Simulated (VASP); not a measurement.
CsCl:

```
CELL_PARAMETERS angstrom
4.12300 0.00000 0.00000
0.00000 4.12300 0.00000
0.00000 0.00000 4.12300
ATOMIC_POSITIONS crystal
Cs 0.00000 0.00000 0.00000
Cl 0.50000 0.50000 0.50000
```

- Program: VASP 6.6.1
- Task: relaxation of cell and atoms
- Functional: PBEsol
- Potentials or basis: VASP PAW PBE potentials, release 64 (Cs_sv, Cl)
- Cutoff: 500 eV
- k mesh: 10 × 10 × 10
- Occupations: fermi-dirac, width 0.1 eV
- Spin: no spin polarisation

At the start: pressure -0.6 GPa; volume 35.04 Å³/atom.

Problem. Where does the relaxation end?

Solution. Over 4 steps the energy falls by 2.7 meV/atom and the volume is 33.75 Å³/atom (-3.7 %); space group Pm-3m (No. 221, to 0.1 Å) before and after.

Step by step:
| step | energy change (eV) | largest force (eV/Å) | pressure (GPa) | volume (Å³) |
| --- | --- | --- | --- | --- |
| 1 | 0.0000 | 0.0000 | -0.64 | 70.09 |
| 2 | -0.0042 | 0.0000 | -0.31 | 68.69 |
| 3 | -0.0053 | 0.0000 | -0.01 | 67.55 |
| 4 | -0.0053 | 0.0000 | 0.00 | 67.50 |

Final structure:
```xyz
2
Lattice="4.0715 0.0000 0.0000 0.0000 4.0715 0.0000 0.0000 0.0000 4.0715" Properties=species:S:1:pos:R:3 pbc="T T T"
Cs    0.0000    0.0000    0.0000
Cl    2.0358    2.0358    2.0358
```

Caveat: the PAW data sets were made with another functional, which shifts forces and pressure a little.
